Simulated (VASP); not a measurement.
# Ga (Im-3m) in VASP: a series of runs

Ga is run at these levels: r2SCAN; tasks: single point.

All numbers are computed with VASP 6.6.1; they aren't measurements. Logs are shortened: lines on timing, memory, paths and dates and some standing lists are left out, and cuts for length are marked.

## Step 1: The cell of the first run

It takes space group Im-3m (No. 229, cubic). The conventional cell has a = 3.314 Å, b = 3.314 Å, c = 3.314 Å, α = 90.00°, β = 90.00°, γ = 90.00°. Within 3.8 Å of Ga (site symmetry m-3m) lie 14 Ga at 2.87 to 3.31 Å.

## Step 2: Single point, r2SCAN

The input, POSCAR:

```
Ga
1.0
   -1.6570776211      1.6570776211      1.6570776211
    1.6570776211     -1.6570776211      1.6570776211
    1.6570776211      1.6570776211     -1.6570776211
Ga
1
Direct
    0.0000000000      0.0000000000      0.0000000000
```

The input, INCAR.step1:

```
SYSTEM = Ga
PREC = Accurate
ENCUT = 520
ISMEAR = -1
SIGMA = 0.1
LREAL = .FALSE.
LASPH = .TRUE.
NELM = 80
NBANDS = 12
GGA = PE
ALGO = Normal
EDIFF = 1E-4
LWAVE = .TRUE.
LCHARG = .FALSE.
```

The input, INCAR.step2:

```
SYSTEM = Ga
PREC = Accurate
ENCUT = 520
EDIFF = 1E-7
ISMEAR = -1
SIGMA = 0.1
LREAL = .FALSE.
LASPH = .TRUE.
NELM = 80
ALGO = Normal
ISIF = 2
LWAVE = .FALSE.
LCHARG = .TRUE.
METAGGA = R2SCAN
LMIXTAU = .TRUE.
LELF = .TRUE.
LVHAR = .TRUE.
NBANDS = 12
ISTART = 1
```

The input, KPOINTS:

```
Automatic mesh
0
G
  15 15 15
  0 0 0
```

Potentials or basis: VASP PAW PBE potentials, release 64 (Ga_d).

Command:

```
> cat potpaw_PBE.64/Ga_d/POTCAR > POTCAR
> cp INCAR.step1 INCAR
> mpirun -np 1 vasp_std > vasp.out
> cp INCAR.step2 INCAR
> mpirun -np 1 vasp_std > vasp.out
```

OUTCAR:

```text
SYSTEM = Ga
   PREC = Accurate
   ENCUT = 520
   EDIFF = 1E-7
   ISMEAR = -1
   LREAL = .FALSE.
   LASPH = .TRUE.
   NELM = 80
   ISIF = 2
   METAGGA = R2SCAN
   ISTART = 1

 ion  position               nearest neighbor table
   1  0.000  0.000  0.000-

  LATTYP: Found a body centered cubic cell.
 ALAT       =     3.3141552422

  Lattice vectors:

 A1 = (  -1.6570776211,   1.6570776211,   1.6570776211)
 A2 = (   1.6570776211,  -1.6570776211,   1.6570776211)
 A3 = (   1.6570776211,   1.6570776211,  -1.6570776211)

Analysis of symmetry for initial positions (statically):
=====================================================================
 Subroutine PRICEL returns:
 Original cell was already a primitive cell.

 Routine SETGRP: Setting up the symmetry group for a
 body centered cubic supercell.

 Subroutine GETGRP returns: Found 48 space group operations
 (whereof 48 operations were pure point group operations)
 out of a pool of 48 trial point group operations.

The static configuration has the point symmetry O_h .

Analysis of symmetry for dynamics (positions and initial velocities):
=====================================================================
 Subroutine PRICEL returns:
 Original cell was already a primitive cell.

 Routine SETGRP: Setting up the symmetry group for a
 body centered cubic supercell.

 Subroutine GETGRP returns: Found 48 space group operations
 (whereof 48 operations were pure point group operations)
 out of a pool of 48 trial point group operations.

The dynamic configuration has the point symmetry O_h .

 Subroutine INISYM returns: Found 48 space group operations
 (whereof 48 operations are pure point group operations),
 and found     1 'primitive' translations

----------------------------------------------------------------------------------------

                                     Primitive cell

  volume of cell :      18.2007

  direct lattice vectors                    reciprocal lattice vectors
    -1.657077621  1.657077621  1.657077621     0.000000000  0.301736016  0.301736016
     1.657077621 -1.657077621  1.657077621     0.301736016  0.000000000  0.301736016
     1.657077621  1.657077621 -1.657077621     0.301736016  0.301736016  0.000000000

  length of vectors
     2.870142632  2.870142632  2.870142632     0.426719166  0.426719166  0.426719166

  position of ions in fractional coordinates (direct lattice)
     0.000000000  0.000000000  0.000000000

  ion indices of the primitive-cell ions
   primitive index   ion index
                 1           1

----------------------------------------------------------------------------------------

 KPOINTS: Automatic mesh

Automatic generation of k-mesh.
 Grid dimensions read from file:
 generate k-points for:   15   15   15

 Generating k-lattice:

  Cartesian coordinates                     Fractional coordinates (reciprocal lattice)
     0.000000000  0.020115734  0.020115734     0.066666667  0.000000000  0.000000000
     0.020115734  0.000000000  0.020115734     0.000000000  0.066666667  0.000000000
     0.020115734  0.020115734  0.000000000     0.000000000  0.000000000  0.066666667

  Length of vectors
     0.028447944  0.028447944  0.028447944

  Shift w.r.t. Gamma in fractional coordinates (k-lattice)
     0.000000000  0.000000000  0.000000000

 Subroutine IBZKPT returns following result:
 ===========================================

 Found    120 irreducible k-points:

 Following reciprocal coordinates:
            Coordinates               Weight
  0.000000  0.000000  0.000000      1.000000
  0.066667  0.000000  0.000000     12.000000
  0.133333  0.000000  0.000000     12.000000
  0.200000  0.000000  0.000000     12.000000
  0.266667  0.000000  0.000000     12.000000
  0.333333  0.000000  0.000000     12.000000
[... 16 lines left out ...]
  0.333333  0.200000  0.000000     48.000000
  0.400000  0.200000 -0.000000     24.000000
 [... further k-points ...]
   k-points           NKPTS =    120   k-points in BZ     NKDIM =    120   number of bands    NBANDS=     12
   number of dos      NEDOS =    301   number of ions     NIONS =      1
   total plane-waves  NPLWV =  13824
   dimension x,y,z NGX =    24 NGY =   24 NGZ =   24
   dimension x,y,z NGXF=    48 NGYF=   48 NGZF=   48
   ions per type =               1
   NGX,Y,Z   is equivalent  to a cutoff of  13.90, 13.90, 13.90 a.u.
   NGXF,Y,Z  is equivalent  to a cutoff of  27.80, 27.80, 27.80 a.u.
 SYSTEM =  Ga
   PREC   = accura    normal or accurate (medium, high low for compatibility)
   ISTART =      1    job   : 0-new  1-cont  2-samecut
   ICHARG =      0    charge: 1-file 2-atom 10-const
   ISPIN  =      1    spin polarized calculation?
   LNONCOLLINEAR =      F non collinear calculations
   LSORBIT =      F    spin-orbit coupling
   LASPH  =      T    aspherical Exc in radial PAW
   ENCUT  =  520.0 eV  38.22 Ry    6.18 a.u.   5.34  5.34  5.34*2*pi/ulx,y,z
   NELM   =     80;   NELMIN=  2; NELMDL=  0     # of ELM steps
   EDIFF  = 0.1E-06   stopping-criterion for ELM
   LREAL  =      F    real-space projection
   EDIFFG = 0.1E-05   stopping-criterion for IOM
   NSW    =      0    number of steps for IOM
   IBRION =     -1    ionic relax: 0-MD 1-quasi-New 2-CG
   NFREE  =      0    steps in history (QN), initial steepest desc. (CG)
   ISIF   =      2    stress and relaxation
   ISYM   =      2    0-nonsym 1-usesym 2-fastsym
   POTIM  = 0.5000    time-step for ionic-motion
   TEBEG  =    0.0;   TEEND  =   0.0 temperature during run
   PSTRESS=    0.0 pullay stress
   NELECT =      13.0000    total number of electrons
   NUPDOWN=      -1.0000    fix difference up-down
   EMIN   =  10.00;   EMAX   =-10.00  energy-range for DOS
   EFERMI =   0.00;   METHOD = LEGACY
   ISMEAR =    -1;   SIGMA  =   0.10  broadening in eV -4-tet -1-fermi 0-gaus
   EFERMI_NEDOS =   21; number of points for ismear=-14 and -15
   IALGO  =     38    algorithm
   IMIX   =      4    mixing-type and parameters
     AMIX     =   0.40;   BMIX     =  1.00
     AMIX_MAG =   1.60;   BMIX_MAG =  1.00
  volume/ion in A,a.u.               =      18.20       122.82
  Fermi-wavevector in a.u.,A,eV,Ry     =   1.463389  2.765404 29.136974  2.141507
  Thomas-Fermi vector in A             =   2.579490
   LORBIT       =      0    0 simple, 1 ext, 2 COOP (PROOUT), +10 PAW based schemes
   METAGGA = R2SCAN    functional components
   LHFCALC =     F    Hartree Fock is set to
   AEXX    =    0.0000 exact exchange contribution
   IVDW    =     0    specifies the selected vdW correction
   LEPSILON=     F    determine dielectric tensor
   LRPA    =     F    only Hartree local field effects (RPA)
 non-spin polarized calculation
  energy-cutoff  :      520.00
  volume of cell :       18.20
 maximum number of plane-waves:       497
 NGX is ok and might be reduce to    24
   NGX = 11   NGY = 11   NGZ = 11

 number of electron      13.0000006 magnetization

 Free energy of the ion-electron system (eV)
  ---------------------------------------------------
  ext. energy  EPLUGINS =         0.00000000
  ---------------------------------------------------
  free energy    TOTEN  =       -11.27898016 eV

  energy without entropy =      -11.26615918  energy(sigma->0) =      -11.27256967

 E-fermi :   5.8007     XC(G=0): -12.4131

 val. band max:        5.7750216172   @ k =  -0.4000   0.4000   0.2000
 cond. band min:       5.9514186713   @ k =   0.3333   0.0667   0.0000
 fundamental gap:      0.1763970542
 Fermi energy:         5.8007086458

 k-point     1 :       0.0000    0.0000    0.0000
  band No.  band energies     occupation
      1      -9.7232      2.00000
      2      -9.7231      2.00000
      3      -9.7231      2.00000
      4      -9.5093      2.00000
      5      -9.5093      2.00000
      6      -6.1507      2.00000
      7      19.5961      0.00000
      8      19.5961      0.00000
      9      19.5962      0.00000
     10      24.0990      0.00000
     11      24.0990      0.00000
     12      24.0991      0.00000

 k-point     2 :       0.0667    0.0000    0.0000
  band No.  band energies     occupation
      1      -9.7274      2.00000
      2      -9.7203      2.00000
      3      -9.7088      2.00000
      4      -9.5136      2.00000
      5      -9.5093      2.00000
      6      -6.0194      2.00000
      7      18.3292      0.00000
      8      18.9087      0.00000
      9      19.3667      0.00000
     10      22.6781      0.00000
     11      22.7434      0.00000
     12      24.1479      0.00000

 k-point     3 :       0.1333    0.0000    0.0000
  band No.  band energies     occupation
      1      -9.7395      2.00000
      2      -9.7153      2.00000
      3      -9.6680      2.00000
      4      -9.5246      2.00000
      5      -9.5093      2.00000
      6      -5.6232      2.00000
      7      15.6347      0.00000
      8      17.6125      0.00000
      9      18.7296      0.00000
     10      21.3676      0.00000
     11      21.4365      0.00000
     12      23.8970      0.00000
[... 286 lines left out ...]
 k-point    23 :       0.3333    0.2000    0.0000
  band No.  band energies     occupation
      1      -9.7968      2.00000
      2      -9.7147      2.00000
      3      -9.5475      2.00000
      4      -9.5258      2.00000
      5      -9.4449      2.00000
      6       0.3761      2.00000
      7       4.3670      2.00000
      8       8.3518      0.00000
      9      13.9595      0.00000
     10      20.8066      0.00000
     11      24.0582      0.00000
     12      26.5061      0.00000

 k-point    24 :       0.4000    0.2000   -0.0000
  band No.  band energies     occupation
      1      -9.7995      2.00000
      2      -9.7165      2.00000
      3      -9.5491      2.00000
      4      -9.5204      2.00000
      5      -9.4396      2.00000
      6       1.9021      2.00000
      7       2.6092      2.00000
      8       8.2027      0.00000
      9      13.8377      0.00000
     10      20.7057      0.00000
     11      24.9119      0.00000
     12      26.5039      0.00000

 [... further k-points ...]
[... 5 lines left out ...]
  --------------------------------------------------------------------------------------
  -------------------------------------------------------------------------------------
  Total       -0.0082173     -0.0082173     -0.0082173     -0.0000000      0.0000000     -0.0000000
  in kB       -0.7233531     -0.7233531     -0.7233531     -0.0000000      0.0000000     -0.0000000
  external PRESSURE =      -0.7233531 kB  Pullay stress =       0.0000000 kB

 VOLUME and BASIS-vectors are now :
 -----------------------------------------------------------------------------
  energy-cutoff  :      520.00
  volume of cell :       18.20
      direct lattice vectors                 reciprocal lattice vectors
    -1.657077621  1.657077621  1.657077621     0.000000000  0.301736016  0.301736016
     1.657077621 -1.657077621  1.657077621     0.301736016  0.000000000  0.301736016
     1.657077621  1.657077621 -1.657077621     0.301736016  0.301736016  0.000000000

 POSITION                                       TOTAL-FORCE (eV/Angst)
 -----------------------------------------------------------------------------------
      0.00000      0.00000      0.00000        -0.000000      0.000000     -0.000000
 -----------------------------------------------------------------------------------
    total drift:                                0.000000      0.000000     -0.000000

  FREE ENERGIE OF THE ION-ELECTRON SYSTEM (eV)
  ---------------------------------------------------
  free  energy   TOTEN  =       -11.2789801613 eV

  energy  without entropy=      -11.2661591835  energy(sigma->0) =      -11.27256967
```

Wall time 57 s (1 thread of Intel Xeon Platinum 8259CL at 2.50GHz (Skylake/Cascade Lake), shared host); peak memory 0.16 GiB.

What came out:

* Free energy: -11.2790 eV
* Pressure: -0.1 GPa

Caveat: the PAW data sets were made with another functional, which shifts forces and pressure a little.

## Step 3: Single point, r2SCAN (volume scaled by 1.04)

The input, POSCAR:

```
Ga
1.0
   -1.6788837747      1.6788837747      1.6788837747
    1.6788837747     -1.6788837747      1.6788837747
    1.6788837747      1.6788837747     -1.6788837747
Ga
1
Direct
    0.0000000000      0.0000000000      0.0000000000
```

The input, INCAR.step1:

```
ALGO = Normal ; EDIFF = 1E-4
ENCUT = 520 ; GGA = PE
ISMEAR = -1 ; LASPH = T
LCHARG = F ; LREAL = F
LWAVE = T ; NBANDS = 12
NELM = 80 ; PREC = Accurate
SIGMA = 0.1
```

The input, INCAR.step2:

```
ALGO = Normal ; EDIFF = 1E-6
ENCUT = 520 ; ISIF = 2
ISMEAR = -1 ; ISTART = 1
LASPH = T ; LCHARG = F
LMIXTAU = T ; LREAL = F
LWAVE = F ; METAGGA = R2SCAN
NBANDS = 12 ; NELM = 80
PREC = Accurate ; SIGMA = 0.1
```

The input, KPOINTS:

```
k-points
0
Gamma
  15 15 15
```

Potentials or basis: VASP PAW PBE potentials, release 64 (Ga_d).

Command:

```
> cat potpaw_PBE.64/Ga_d/POTCAR > POTCAR
> cp INCAR.step1 INCAR
> mpirun -np 1 vasp_std > vasp.out
> cp INCAR.step2 INCAR
> mpirun -np 1 vasp_std > vasp.out
```

Wall time 60 s (1 thread of Intel Xeon Platinum 8259CL at 2.50GHz (Skylake/Cascade Lake), shared host); peak memory 0.16 GiB.

It converged, with:

```
Free energy : -11.2732 eV
Pressure    : -2.3 GPa
```

Levels at points of the mesh, in eV from the Fermi level:
```csv
k point,band 4,band 5,band 6,band 7,band 8,band 9
"(0.00, 0.00, 0.00)",-15.28,-15.28,-11.62,13.28,13.28,13.28
```

Caveat: the PAW data sets were made with another functional, which shifts forces and pressure a little.

## Step 4: Single point, r2SCAN (volume scaled by 1.08)

The input, POSCAR:

```
Ga
1.0
   -1.7001377243      1.7001377243      1.7001377243
    1.7001377243     -1.7001377243      1.7001377243
    1.7001377243      1.7001377243     -1.7001377243
Ga
1
Direct
    0.0000000000      0.0000000000      0.0000000000
```

The input, INCAR.step1:

```
SYSTEM = Ga
  PREC = Accurate
  ENCUT = 520
  ISMEAR = -1
  SIGMA = 0.1
  LREAL = .False.
  LASPH = .True.
  NELM = 80
  NBANDS = 12
  GGA = PE
  ALGO = Normal
  EDIFF = 1E-4
  LWAVE = .True.
  LCHARG = .False.
```

The input, INCAR.step2:

```
SYSTEM = Ga
  PREC = Accurate
  ENCUT = 520
  EDIFF = 1E-7
  ISMEAR = -1
  SIGMA = 0.1
  LREAL = .False.
  LASPH = .True.
  NELM = 80
  ALGO = Normal
  ISIF = 2
  LWAVE = .False.
  LCHARG = .False.
  METAGGA = R2SCAN
  LMIXTAU = .True.
  NBANDS = 12
  ISTART = 1
```

The input, KPOINTS:

```
Automatic mesh
0
Gamma
  15 15 15
  0 0 0
```

Command:

```
> cat potpaw_PBE.64/Ga_d/POTCAR > POTCAR
> cp INCAR.step1 INCAR
> mpirun -np 1 vasp_std > vasp.out
> cp INCAR.step2 INCAR
> mpirun -np 1 vasp_std > vasp.out
```

Run time: 63 s. Hardware: 1 thread of Intel Xeon Platinum 8259CL at 2.50GHz (Skylake/Cascade Lake), shared host; peak memory 0.16 GiB.

It converged, with:

```
Free energy : -11.2593 eV
Pressure    : -3.7 GPa
```

Levels at points of the mesh, in eV from the Fermi level:
```csv
k point,band 4,band 5,band 6,band 7,band 8,band 9
"(0.00, 0.00, 0.00)",-15.26,-15.26,-11.32,12.80,12.80,12.80
```

Caveat: the PAW data sets were made with another functional, which shifts forces and pressure a little.

## Step 5: Overview

```tsv
cell	gap on the mesh (eV)	pressure (GPa)
a = 2.870 Å, angles 109.5°, 1 atom	none	-0.1
a = 2.908 Å, angles 109.5°, 1 atom	none	-2.3
a = 2.945 Å, angles 109.5°, 1 atom	none	-3.7
```

Alike in all rows: task single point; level r2SCAN; potentials or basis VASP PAW PBE potentials, release 64 (Ga_d); no spin polarisation; k mesh 15 × 15 × 15; cutoff (eV) 520; smearing fermi-dirac 0.1 eV.

Caveats: the PAW data sets were made with another functional, which shifts forces and pressure a little.

Absolute energies hang on the potentials; compare differences alone.
